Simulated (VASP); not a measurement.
Here is a VASP 6.6.1 calculation.

INCAR

```
  PREC = Accurate
  ENCUT = 520
  EDIFF = 1E-7
  ISMEAR = -1
  SIGMA = 0.05
  LREAL = F
  LASPH = T
  NELM = 150
  ALGO = Normal
  ISIF = 2
  LWAVE = F
  LCHARG = T
  ISPIN = 2
  MAGMOM = 1 2 0 0
  LORBIT = 11
  LMAXMIX = 4
  LELF = T
  LVHAR = T
  NBANDS = 28
```

KPOINTS

```
Automatic mesh
0
Gamma
  9 9 6
```

POSCAR

```
CoNiO2
1.0
    2.9941019676      0.0000000000      0.0000000000
    0.0000000000      2.9941019676      0.0000000000
    0.0000000000      0.0000000000      4.1939466629
Ni Co O
1 1 2
Direct
    0.0000000000      0.0000000000      0.0000000000
    0.5000000000      0.5000000000      0.5000000000
    0.0000000000      0.0000000000      0.5000000000
    0.5000000000      0.5000000000      0.0000000000
```

Potentials or basis: VASP PAW LDA potentials, release 64 (Ni, Co, O).

The run is started by

```bash
$ cat potpaw_LDA.64/Ni/POTCAR potpaw_LDA.64/Co/POTCAR potpaw_LDA.64/O/POTCAR > POTCAR
$ mpirun -np 1 vasp_std > vasp.out
```

Estimate the site moments.

Ni +0.57; Co +2.19; O +0.19, +0.13 μB.

Estimate the net moment.

3.16 μB per cell.

Predict the pressure.

-21.2 GPa.

Stress tensor (GPa, compression positive):
```
-21.14   0.00   0.00
  0.00 -21.14   0.00
  0.00   0.00 -21.28
```
